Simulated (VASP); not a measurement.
## TiO2: single point with r2SCAN

TiO2:

```xyz
6
Lattice="2.6712 -2.6713 -0.0211 2.6712 2.6713 -0.0211 -2.6353 0.0000 5.0286" Properties=species:S:1:pos:R:3 pbc="T T T"
Ti    2.0123    2.0036    1.2361
Ti    0.6947   -2.0036    3.7504
O    -0.6440   -0.6679    3.3330
O     3.3510    0.6679    1.6535
O     2.0333   -0.6679    4.1677
O     0.6736    0.6679    0.8187
```

This cell differs from its parent crystal: strain +0.0450 x Voigt [0, 0, 1, 0, 0, 0].

```yaml
Program: VASP 6.6.1
Task: single point
Functional: r2SCAN
Potentials_or_basis: VASP PAW PBE potentials, release 64 (Ti_sv, O)
Cutoff: 520 eV
k_mesh: 6 × 6 × 6
Occupations: gaussian, width 0.05 eV
Spin: no spin polarisation
Dipole_correction: no
Further_INCAR_settings: ALGO = Normal; EDIFF = 1e-07; NBANDS = 33
```

The pressure is -7.7 GPa, the largest force is 0.604 eV/Å and the band gap on the k mesh is 2.53 eV (least direct gap 2.86 eV).

Forces on the atoms (eV/Å):
```
Ti   0.000  0.000  0.000
Ti   0.000  0.000  0.000
O   -0.002 -0.003 -0.604
O    0.002  0.003  0.604
O    0.002 -0.003  0.604
O   -0.002  0.003 -0.604
```

Stress tensor (GPa, compression positive):
```
 -4.82   0.00   0.00
  0.00  -4.82   0.00
  0.00   0.00 -13.56
```

Levels at points of the mesh, in eV from the valence-band top:
```
           k point  band 22  band 23  band 24  band 25  band 26  band 27
(0.00, 0.00, 0.00)    -0.91    -0.42    -0.42     2.53     3.09     4.29
(0.50, 0.00, 0.00)    -1.04    -0.88    -0.73     3.61     3.71     3.79
(0.50, 0.50, 0.00)    -2.07     0.00     0.00     3.48     3.48     3.94
(0.00, 0.00, 0.50)    -1.38    -0.15    -0.15     2.80     2.80     4.05
(0.50, 0.00, 0.50)    -1.04    -0.88    -0.73     3.61     3.72     3.79
(0.50, 0.50, 0.50)    -2.07     0.00     0.00     3.48     3.48     3.94
```

It took 5.8 min on 1 thread of Intel(R) Xeon(R) Platinum 8559C (Emerald Rapids) (shared host), peak memory 0.27 GiB.

Caveat: the cell differs from its parent crystal (strain +0.0450 x Voigt [0, 0, 1, 0, 0, 0]); the stress differs along the axes, from -14 to -5 GPa; the PAW data sets were made with another functional, which shifts forces and pressure a little. A k mesh can miss the band edges.
